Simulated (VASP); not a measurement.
Input of a VASP 6.6.1 run:

INCAR

```
SYSTEM = InP
ALGO = Normal ; EDIFF = 1E-7
ENCUT = 520 ; GGA = PE
ISIF = 2 ; ISMEAR = 0
LASPH = .True. ; LCHARG = .False.
LREAL = .False. ; LWAVE = .False.
NBANDS = 16 ; NELM = 80
PREC = Accurate ; SIGMA = 0.05
```

File KPOINTS:

```
k-points
0
Gamma
  10 10 10
  0 0 0
```

POSCAR

```
InP
1.0
    0.0000000000      2.8906331776      2.9800342037
    2.8906331776      0.0000000000      2.9800342037
    2.8906331776      2.8906331776      0.0000000000
In P
1 1
Direct
    0.0000000000      0.0000000000      0.0000000000
    0.7500000000      0.7500000000      0.7500000000
```

Potentials or basis: VASP PAW PBE potentials, release 64 (In_d, P).

Launch:

```console
$ cat potpaw_PBE.64/In_d/POTCAR potpaw_PBE.64/P/POTCAR > POTCAR
$ mpirun -np 1 vasp_std > vasp.out
```

(1) Estimate the pressure.

(2) Predict the band gap on the k mesh.

## Answers

(1) 4.1 GPa.

(2) 0.72 eV, direct.

Caveat: the cell differs from its parent crystal (strain -0.030 along x and y, +0.000 along z); spin-orbit coupling is left out, which moves the levels of the heavy elements.
